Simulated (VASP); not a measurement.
# ZnCd3Se2S2 (P6/mmm) in VASP: a series of runs

Runs on ZnCd3Se2S2. Level: PBE. Tasks: single point, relaxation of cell and atoms.

All numbers are computed with VASP 6.6.1; they aren't measurements. Logs are shortened: lines on timing, memory, paths and dates and some standing lists are left out, and cuts for length are marked.

## 1. The cell of the first run

Symmetry: P6/mmm, No. 191, hexagonal system. Conventional cell: a = 5.314 Å, b = 5.314 Å, c = 8.146 Å, α = 90.00°, β = 90.00°, γ = 120.00°. Within 3.2 Å of Zn (site symmetry 6/mmm) lie 2 Se at 2.40 Å and 6 S at 3.07 Å. Cd (site symmetry mmm) has 4 Cd at 2.66 Å and 4 Se at 3.14 Å within 3.5 Å. Se (site symmetry 6mm) has 1 Zn at 2.40 Å and 6 Cd at 3.14 Å within 3.2 Å. Within 4.0 Å of S (site symmetry -6m2) lie 3 S at 3.07 Å and 3 Zn at 3.07 Å and 6 Se at 3.90 Å.

## 2. Single point, PBE

The input, INCAR:

```
PREC     = Accurate       # precision mode
ENCUT    = 520            # plane-wave cutoff, eV
EDIFF    = 1E-7           # SCF threshold, eV
ISMEAR   = 0              # smearing method
SIGMA    = 0.15           # smearing width, eV
LREAL    = False          # projectors in reciprocal space
LASPH    = True           # aspherical terms in the spheres
NELM     = 60             # most SCF steps
ALGO     = Normal         # electronic algorithm
ISIF     = 2              # what is computed and relaxed
LWAVE    = False          # write WAVECAR
LCHARG   = False          # write CHGCAR
GGA      = PE             # functional
NBANDS   = 46             # bands
```

The input, KPOINTS:

```
regular mesh
0
Gamma
  3 3 2
```

The input, POSCAR:

```
ZnCd3Se2S2
1.0
    5.3135669883      0.0000000000      0.0000000000
   -2.6567834941      4.6016839965      0.0000000000
    0.0000000000      0.0000000000      8.1462751371
Zn Cd Se S
1 3 2 2
Direct
    0.0000000000      0.0000000000      0.5000000000
    0.5000000000      0.0000000000      0.0000000000
    0.0000000000      0.5000000000      0.0000000000
    0.5000000000      0.5000000000      0.0000000000
    0.0000000000      0.0000000000      0.7948744780
    0.0000000000      0.0000000000      0.2051255220
    0.3333333333      0.6666666667      0.5000000000
    0.6666666667      0.3333333333      0.5000000000
```

Potentials or basis: VASP PAW PBE potentials, release 64 (Zn, Cd, Se, S).

Command:

```sh
> cat potpaw_PBE.64/Zn/POTCAR potpaw_PBE.64/Cd/POTCAR potpaw_PBE.64/Se/POTCAR potpaw_PBE.64/S/POTCAR > POTCAR
> mpirun -np 1 vasp_std > vasp.out
```

OUTCAR:

```text
PREC = Accurate
   ENCUT = 520
   EDIFF = 1E-7
   ISMEAR = 0
   LREAL = False
   LASPH = True
   NELM = 60
   ISIF = 2
   GGA = PE

 ion  position               nearest neighbor table
   1  0.000  0.000  0.500-   5 2.40   6 2.40
   2  0.500  0.000  0.000-   4 2.66   4 2.66   3 2.66   3 2.66   5 3.14   5 3.14   6 3.14   6 3.14

   3  0.000  0.500  0.000-   2 2.66   2 2.66   4 2.66   4 2.66   5 3.14   6 3.14   5 3.14   6 3.14

   4  0.500  0.500  0.000-   2 2.66   2 2.66   3 2.66   3 2.66   5 3.14   6 3.14   5 3.14   6 3.14

   5  0.000  0.000  0.795-   1 2.40   3 3.14   3 3.14   4 3.14   4 3.14   2 3.14   2 3.14
   6  0.000  0.000  0.205-   1 2.40   3 3.14   3 3.14   4 3.14   4 3.14   2 3.14   2 3.14
   7  0.333  0.667  0.500-
   8  0.667  0.333  0.500-

  LATTYP: Found a hexagonal cell.
 ALAT       =     5.3135669883
 C/A-ratio  =     1.5331085794

  Lattice vectors:

 A1 = (   5.3135669883,   0.0000000000,   0.0000000000)
 A2 = (  -2.6567834941,   4.6016839965,   0.0000000000)
 A3 = (   0.0000000000,   0.0000000000,   8.1462751371)

Analysis of symmetry for initial positions (statically):
=====================================================================
 Subroutine PRICEL returns:
 Original cell was already a primitive cell.

 Routine SETGRP: Setting up the symmetry group for a
 hexagonal supercell.

 Subroutine GETGRP returns: Found 24 space group operations
 (whereof 24 operations were pure point group operations)
 out of a pool of 24 trial point group operations.

The static configuration has the point symmetry D_6h.

Analysis of symmetry for dynamics (positions and initial velocities):
=====================================================================
 Subroutine PRICEL returns:
 Original cell was already a primitive cell.

 Routine SETGRP: Setting up the symmetry group for a
 hexagonal supercell.

 Subroutine GETGRP returns: Found 24 space group operations
 (whereof 24 operations were pure point group operations)
 out of a pool of 24 trial point group operations.

The dynamic configuration has the point symmetry D_6h.

 Subroutine INISYM returns: Found 24 space group operations
 (whereof 24 operations are pure point group operations),
 and found     1 'primitive' translations

----------------------------------------------------------------------------------------

                                     Primitive cell

  volume of cell :     199.1875

  direct lattice vectors                    reciprocal lattice vectors
     5.313566988  0.000000000  0.000000000     0.188197496  0.108655875  0.000000000
    -2.656783494  4.601683997  0.000000000     0.000000000  0.217311750  0.000000000
     0.000000000  0.000000000  8.146275137     0.000000000  0.000000000  0.122755490

  length of vectors
     5.313566988  5.313566988  8.146275137     0.217311750  0.217311750  0.122755490

  position of ions in fractional coordinates (direct lattice)
     0.000000000  0.000000000  0.500000000
     0.500000000  0.000000000  0.000000000
     0.000000000  0.500000000  0.000000000
     0.500000000  0.500000000  0.000000000
     0.000000000  0.000000000  0.794874478
     0.000000000  0.000000000  0.205125522
     0.333333333  0.666666667  0.500000000
     0.666666667  0.333333333  0.500000000

  ion indices of the primitive-cell ions
   primitive index   ion index
                 1           1
                 2           2
                 3           3
                 4           4
                 5           5
                 6           6
                 7           7
                 8           8

----------------------------------------------------------------------------------------

 KPOINTS: regular mesh

Automatic generation of k-mesh.
 Grid dimensions read from file:
 generate k-points for:    3    3    2

 Generating k-lattice:

  Cartesian coordinates                     Fractional coordinates (reciprocal lattice)
     0.062732499  0.036218625  0.000000000     0.333333333  0.000000000  0.000000000
     0.000000000  0.072437250  0.000000000     0.000000000  0.333333333  0.000000000
     0.000000000  0.000000000  0.061377745     0.000000000  0.000000000  0.500000000

  Length of vectors
     0.072437250  0.072437250  0.061377745

  Shift w.r.t. Gamma in fractional coordinates (k-lattice)
     0.000000000  0.000000000  0.000000000

 Subroutine IBZKPT returns following result:
 ===========================================

 Found      6 irreducible k-points:

 Following reciprocal coordinates:
            Coordinates               Weight
  0.000000  0.000000  0.000000      1.000000
  0.333333 -0.000000  0.000000      6.000000
  0.333333  0.333333  0.000000      2.000000
  0.000000  0.000000  0.500000      1.000000
  0.333333 -0.000000  0.500000      6.000000
  0.333333  0.333333  0.500000      2.000000
   k-points           NKPTS =      6   k-points in BZ     NKDIM =      6   number of bands    NBANDS=     46
   number of dos      NEDOS =    301   number of ions     NIONS =      8
   total plane-waves  NPLWV = 102400
   dimension x,y,z NGX =    40 NGY =   40 NGZ =   64
   dimension x,y,z NGXF=    80 NGYF=   80 NGZF=  128
   ions per type =               1   3   2   2
   NGX,Y,Z   is equivalent  to a cutoff of  12.51, 12.51, 13.06 a.u.
   NGXF,Y,Z  is equivalent  to a cutoff of  25.03, 25.03, 26.12 a.u.
 SYSTEM =  unknown system
   PREC   = accura    normal or accurate (medium, high low for compatibility)
   ISTART =      0    job   : 0-new  1-cont  2-samecut
   ICHARG =      2    charge: 1-file 2-atom 10-const
   ISPIN  =      1    spin polarized calculation?
   LNONCOLLINEAR =      F non collinear calculations
   LSORBIT =      F    spin-orbit coupling
   LASPH  =      T    aspherical Exc in radial PAW
   ENCUT  =  520.0 eV  38.22 Ry    6.18 a.u.   9.88  9.88 15.15*2*pi/ulx,y,z
   NELM   =     60;   NELMIN=  2; NELMDL= -5     # of ELM steps
   EDIFF  = 0.1E-06   stopping-criterion for ELM
   LREAL  =      F    real-space projection
   EDIFFG = 0.1E-05   stopping-criterion for IOM
   NSW    =      0    number of steps for IOM
   IBRION =     -1    ionic relax: 0-MD 1-quasi-New 2-CG
   NFREE  =      0    steps in history (QN), initial steepest desc. (CG)
   ISIF   =      2    stress and relaxation
   ISYM   =      2    0-nonsym 1-usesym 2-fastsym
   POTIM  = 0.5000    time-step for ionic-motion
   TEBEG  =    0.0;   TEEND  =   0.0 temperature during run
   PSTRESS=    0.0 pullay stress
   NELECT =      72.0000    total number of electrons
   NUPDOWN=      -1.0000    fix difference up-down
   EMIN   =  10.00;   EMAX   =-10.00  energy-range for DOS
   EFERMI =   0.00;   METHOD = LEGACY
   ISMEAR =     0;   SIGMA  =   0.15  broadening in eV -4-tet -1-fermi 0-gaus
   EFERMI_NEDOS =   21; number of points for ismear=-14 and -15
   IALGO  =     38    algorithm
   IMIX   =      4    mixing-type and parameters
     AMIX     =   0.40;   BMIX     =  1.00
     AMIX_MAG =   1.60;   BMIX_MAG =  1.00
  volume/ion in A,a.u.               =      24.90       168.02
  Fermi-wavevector in a.u.,A,eV,Ry     =   1.166178  2.203758 18.503543  1.359972
  Thomas-Fermi vector in A             =   2.302695
   LORBIT       =      0    0 simple, 1 ext, 2 COOP (PROOUT), +10 PAW based schemes
   GGA     = PE    functional components
   LHFCALC =     F    Hartree Fock is set to
   AEXX    =    0.0000 exact exchange contribution
   IVDW    =     0    specifies the selected vdW correction
   LEPSILON=     F    determine dielectric tensor
   LRPA    =     F    only Hartree local field effects (RPA)
 non-spin polarized calculation
 Gauss-broadening in eV      SIGMA  =   0.15
  energy-cutoff  :      520.00
  volume of cell :      199.19
 maximum number of plane-waves:      5388
 NGX is ok and might be reduce to    40
   NGX = 19   NGY = 19   NGZ = 31

 number of electron      71.9999986 magnetization

 Free energy of the ion-electron system (eV)
  ---------------------------------------------------
  ext. energy  EPLUGINS =         0.00000000
  ---------------------------------------------------
  free energy    TOTEN  =       -15.84784699 eV

  energy without entropy =      -15.74751354  energy(sigma->0) =      -15.79768026

 E-fermi :   1.6900     XC(G=0):  -9.4104

 val. band max:        1.6856736404   @ k =   0.3333   0.3333   0.5000
 cond. band min:       1.7379443690   @ k =   0.3333   0.3333   0.0000
 fundamental gap:      0.0522707286
 Fermi energy:         1.6900360067

 k-point     1 :       0.0000    0.0000    0.0000
  band No.  band energies     occupation
      1     -11.3461      2.00000
      2     -10.4496      2.00000
      3     -10.3348      2.00000
      4      -8.9357      2.00000
      5      -8.6639      2.00000
      6      -8.2710      2.00000
[... 38 lines left out ...]
     45       6.7763      0.00000
     46       6.7763      0.00000

 k-point     2 :       0.3333   -0.0000    0.0000
  band No.  band energies     occupation
      1     -11.1639      2.00000
      2     -10.4897      2.00000
      3     -10.0862      2.00000
      4      -9.1291      2.00000
      5      -8.5131      2.00000
      6      -8.0920      2.00000
[... 38 lines left out ...]
     45       7.5585      0.00000
     46       8.2397      0.00000

 k-point     3 :       0.3333    0.3333    0.0000
  band No.  band energies     occupation
      1     -11.0705      2.00000
      2     -10.5090      2.00000
      3      -9.6562      2.00000
      4      -9.6562      2.00000
      5      -7.9494      2.00000
      6      -7.8065      2.00000
[... 38 lines left out ...]
     45       7.4039      0.00000
     46       8.9201      0.00000

 k-point     4 :       0.0000    0.0000    0.5000
  band No.  band energies     occupation
      1     -11.1287      2.00000
      2     -10.9120      2.00000
      3     -10.1317      2.00000
      4      -8.9360      2.00000
      5      -8.6660      2.00000
      6      -8.2710      2.00000
[... 38 lines left out ...]
     45       7.2703      0.00000
     46       7.2703      0.00000

 k-point     5 :       0.3333   -0.0000    0.5000
  band No.  band energies     occupation
      1     -11.0027      2.00000
      2     -10.7385      2.00000
      3     -10.0413      2.00000
      4      -9.1275      2.00000
      5      -8.5130      2.00000
      6      -8.0912      2.00000
[... 38 lines left out ...]
     45       7.5124      0.00000
     46       7.5229      0.00000

 k-point     6 :       0.3333    0.3333    0.5000
  band No.  band energies     occupation
      1     -10.9367      2.00000
      2     -10.6806      2.00000
      3      -9.6555      2.00000
      4      -9.6555      2.00000
      5      -7.9494      2.00000
      6      -7.8065      2.00000
[... 38 lines left out ...]
     45       8.1464      0.00000
     46       8.4031      0.00000

------------------------ aborting loop because EDIFF is reached ----------------------------------------

  FORCE on cell =-STRESS in cart. coord.  units (eV):
  Direction    XX          YY          ZZ          XY          YZ          ZX
  --------------------------------------------------------------------------------------
  -------------------------------------------------------------------------------------
  Total        0.8588117      0.8588117      0.2004341      0.0000000      0.0000000      0.0000000
  in kB        6.9079071      6.9079071      1.6122048      0.0000000      0.0000000      0.0000000
  external PRESSURE =       5.1426730 kB  Pullay stress =       0.0000000 kB

 VOLUME and BASIS-vectors are now :
 -----------------------------------------------------------------------------
  energy-cutoff  :      520.00
  volume of cell :      199.19
      direct lattice vectors                 reciprocal lattice vectors
     5.313566988  0.000000000  0.000000000     0.188197496  0.108655875  0.000000000
    -2.656783494  4.601683997  0.000000000     0.000000000  0.217311750  0.000000000
     0.000000000  0.000000000  8.146275137     0.000000000  0.000000000  0.122755490

 POSITION                                       TOTAL-FORCE (eV/Angst)
 -----------------------------------------------------------------------------------
      0.00000      0.00000      4.07314         0.000000     -0.000000      0.000000
      2.65678      0.00000      0.00000         0.000000     -0.000000      0.000000
     -1.32839      2.30084      0.00000         0.000000     -0.000000      0.000000
      1.32839      2.30084      0.00000         0.000000     -0.000000      0.000000
      0.00000      0.00000      6.47527         0.000000     -0.000000     -0.004026
      0.00000      0.00000      1.67101        -0.000000      0.000000      0.004026
     -0.00000      3.06779      4.07314        -0.000000      0.000000      0.000000
      2.65678      1.53389      4.07314        -0.000000     -0.000000      0.000000
 -----------------------------------------------------------------------------------
    total drift:                               -0.000000      0.000000     -0.000000

  FREE ENERGIE OF THE ION-ELECTRON SYSTEM (eV)
  ---------------------------------------------------
  free  energy   TOTEN  =       -15.8478469914 eV

  energy  without entropy=      -15.7475135371  energy(sigma->0) =      -15.79768026
```

Run time: 97 s. Hardware: 1 thread of Intel Xeon 6975P-C, shared host; peak memory 0.34 GiB.

Results:

| Quantity | Value |
| --- | --- |
| Free energy | -15.8478 eV |
| Pressure | 0.5 GPa |
| Largest force | 0.004 eV/Å |
| Band gap on the k mesh | zero (band 36 reaches 1.74 eV, above the bottom of band 37 at 1.38 eV) |

Forces in eV/Å, atoms in the order of the input:
```
Zn   0.000  0.000  0.000
Cd   0.000  0.000  0.000
Cd   0.000  0.000  0.000
Cd   0.000  0.000  0.000
Se   0.000  0.000 -0.004
Se   0.000  0.000  0.004
S    0.000  0.000  0.000
S    0.000  0.000  0.000
```

Stress tensor (GPa, compression positive):
```
0.69 0.00 0.00
0.00 0.69 0.00
0.00 0.00 0.16
```

Levels at points of the mesh, in eV from the Fermi level:
| k point | band 33 | band 34 | band 35 | band 36 | band 37 | band 38 | band 39 | band 40 |
| --- | --- | --- | --- | --- | --- | --- | --- | --- |
| (0.00, 0.00, 0.00) | -1.02 | -1.02 | -0.68 | -0.68 | -0.31 | -0.04 | 2.13 | 2.24 |
| (0.00, 0.00, 0.50) | -1.80 | -0.68 | -0.55 | -0.04 | -0.04 | 0.25 | 1.28 | 2.28 |

Caveat: the k points lie up to 0.46 Å⁻¹ apart.

## 3. Relaxation of cell and atoms, PBE

This run uses another cell than the first one, of 22.71 Å³/atom, 0.912 times its volume.

The input, INCAR:

```
SYSTEM = ZnCd3Se2S2
  PREC = Accurate
  ENCUT = 600
  EDIFF = 1E-7
  ISMEAR = 0
  SIGMA = 0.15
  LREAL = .False.
  LASPH = .True.
  NELM = 100
  ALGO = Normal
  ISIF = 3
  LWAVE = .False.
  LCHARG = .False.
  GGA = PE
  IBRION = 2
  NSW = 36
  EDIFFG = -0.08
```

The input, KPOINTS:

```
regular mesh
0
Gamma
  3 3 2
  0 0 0
```

The input, POSCAR:

```
ZnCd3Se2S2
1.0
    4.7145155600      0.0000000000      0.0000000000
   -2.3572577800      4.0828902500      0.0000000000
    0.0000000000      0.0000000000      9.4376288500
Zn Cd Se S
1 3 2 2
Direct
    0.0000000000      0.0000000000      0.5000000000
    0.5000000000      0.0000000000      0.0000000000
    0.0000000000      0.5000000000      0.0000000000
    0.5000000000      0.5000000000      0.0000000000
    0.0000000000      0.0000000000      0.8255408600
    0.0000000000      0.0000000000      0.1744591400
    0.3333333300      0.6666666700      0.5000000000
    0.6666666700      0.3333333300      0.5000000000
```

Potentials or basis: VASP PAW PBE potentials, release 64 (Zn, Cd, Se, S).

Command:

```sh
> cat potpaw_PBE.64/Zn/POTCAR potpaw_PBE.64/Cd/POTCAR potpaw_PBE.64/Se/POTCAR potpaw_PBE.64/S/POTCAR > POTCAR
> mpirun -np 1 vasp_std > vasp.out
```

Wall time 24 min (1 thread of Intel Xeon 6975P-C, shared host); peak memory 0.41 GiB.

Results (log left out):

* Free energy: -15.8464 eV
* Relaxed volume: 25.10 Å³/atom
* Relaxed cell: a = 5.336 Å, b = 5.336 Å, c = 8.143 Å, α = 90.00°, β = 90.00°, γ = 120.00°
* Space group after relaxing (to 0.05 Å): P6/mmm (No. 191)
* Energy gained by relaxing: 486.0 meV/atom
* Ionic steps: 16
* Pressure after relaxing: 0.1 GPa
* Largest force after relaxing: 0.047 eV/Å
* Band gap on the k mesh: zero (band 36 reaches 1.67 eV, above the bottom of band 37 at 1.33 eV)

Forces in eV/Å, atoms in the order of the input:
```
Zn   0.000  0.000  0.000
Cd   0.000  0.000  0.000
Cd   0.000  0.000  0.000
Cd   0.000  0.000  0.000
Se   0.000  0.000 -0.047
Se   0.000  0.000  0.047
S    0.000  0.000  0.000
S    0.000  0.000  0.000
```

Stress tensor (GPa, compression positive):
```
 0.11  0.00  0.00
 0.00  0.11  0.00
 0.00  0.00 -0.03
```

The path:
| step | energy change (eV) | largest force (eV/Å) | pressure (GPa) | volume (Å³) |
| --- | --- | --- | --- | --- |
| 1 | 0.0000 | 2.0839 | 20.07 | 181.66 |
| 2 | -2.1214 | 0.2608 | -5.84 | 265.14 |
| 3 | -2.9939 | 0.6026 | -1.06 | 226.20 |
| 4 | -2.9940 | 0.5869 | -1.26 | 227.15 |
| 5 | -3.1697 | 0.7064 | -1.25 | 222.09 |
| 6 | -3.6951 | 0.8755 | -0.53 | 206.54 |
| 7 | -1.8028 | 4.8538 | 11.88 | 173.79 |
| 8 | -3.7160 | 1.1017 | -0.03 | 203.04 |
| 9 | -3.6782 | 0.1747 | 3.16 | 188.42 |
| 10 | -3.7920 | 0.9770 | 0.86 | 197.24 |
| 11 | -3.7965 | 0.8271 | 1.41 | 194.60 |
| 12 | -3.7839 | 0.6326 | 0.67 | 198.31 |
| 13 | -3.8403 | 0.1849 | 0.90 | 196.39 |
| 14 | -3.8789 | 0.1956 | -0.31 | 201.78 |
| 15 | -3.8794 | 0.1953 | -0.45 | 202.48 |
| 16 | -3.8877 | 0.0468 | 0.06 | 200.78 |

Final structure:
```cif
data_structure
_symmetry_space_group_name_H-M 'P 1'
_symmetry_Int_Tables_number 1
_cell_length_a 5.3358
_cell_length_b 5.3358
_cell_length_c 8.1432
_cell_angle_alpha 90.000
_cell_angle_beta 90.000
_cell_angle_gamma 120.000
_cell_volume 200.78
loop_
_atom_site_label
_atom_site_type_symbol
_atom_site_fract_x
_atom_site_fract_y
_atom_site_fract_z
_atom_site_occupancy
Zn1 Zn 0.00000 0.00000 0.50000 1
Cd1 Cd 0.50000 0.00000 0.00000 1
Cd2 Cd 0.00000 0.50000 0.00000 1
Cd3 Cd 0.50000 0.50000 0.00000 1
Se1 Se 0.00000 0.00000 0.79536 1
Se2 Se 0.00000 0.00000 0.20464 1
S1 S 0.33333 0.66667 0.50000 1
S2 S 0.66667 0.33333 0.50000 1
```

Levels at points of the mesh, in eV from the Fermi level:
```
           k point  band 33  band 34  band 35  band 36  band 37  band 38  band 39  band 40
(0.00, 0.00, 0.00)    -1.00    -1.00    -0.65    -0.65    -0.29    -0.04     2.13     2.26
(0.00, 0.00, 0.50)    -1.77    -0.68    -0.54    -0.03    -0.03     0.26     1.30     2.24
```

Caveat: the k points lie up to 0.45 Å⁻¹ apart in the final cell; the relaxation stopped at a loose force limit of 0.08 eV/Å, so its end isn't a converged minimum.
